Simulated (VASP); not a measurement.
Input of a VASP 6.6.1 run:

File INCAR:

```
  PREC = Accurate
  ENCUT = 520
  EDIFF = 1E-6
  ISMEAR = 0
  SIGMA = 0.15
  LREAL = F
  LASPH = T
  NELM = 150
  ALGO = Fast
  ISIF = 2
  LWAVE = F
  LCHARG = F
  ISPIN = 2
  MAGMOM = 1.95 1.95
  LORBIT = 11
  LMAXMIX = 4
  GGA = PE
  NBANDS = 20
```

File KPOINTS:

```
regular mesh
0
Gamma
  24 24 14
```

File POSCAR:

```
Co
1.0
    2.7135114287      0.0000000000      0.0000000000
   -1.3567557143      2.3499698307      0.0000000000
    0.0000000000      0.0000000000      3.5255169268
Co
2
Direct
    0.3333333333      0.6666666667      0.2500000000
    0.6666666667      0.3333333333      0.7500000000
```

Potentials or basis: VASP PAW PBE potentials, release 64 (Co).

Launch:

```sh
$ cat potpaw_PBE.64/Co/POTCAR > POTCAR
$ mpirun -np 1 vasp_std > vasp.out
```

Task: Estimate the site moments.

Result: Co +1.64 μB.

Task: Estimate the pressure.

Result: 1.6 GPa.

Task: Estimate the net moment.

Result: 3.25 μB per cell.

Stress tensor (GPa, compression positive):
```
-10.94   0.00   0.00
  0.00 -10.94   0.00
  0.00   0.00  26.78
```
